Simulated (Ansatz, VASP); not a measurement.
**Two plane-wave programs on In**

```xyz
1
Lattice="-1.9308 1.9308 1.9308 1.9308 -1.9308 1.9308 1.9308 1.9308 -1.9308" Properties=species:S:1:pos:R:3 pbc="T T T"
In    0.0000    0.0000    0.0000
```

Alike in both runs: task single point; functional revPBE; k mesh 13 × 13 × 13; occupations fermi-dirac, width 0.1 eV; no spin polarisation.

```csv
,VASP,Ansatz
version,VASP 6.6.1,Ansatz 0.2.0
potentials or method,"VASP PAW PBE potentials, release 64 (In_d), cutoff 520 eV","plane waves (420 eV) with PAW, scalar-relativistic"
valence electrons in the cell,13,13
```

```tsv
	VASP	Ansatz	Ansatz less VASP
pressure (GPa)	-0.1	-0.1	+0.04
```

VASP's potentials were made for PBE, not for revPBE. The functional is the same, so the differences come from potentials, cutoffs and numerics.
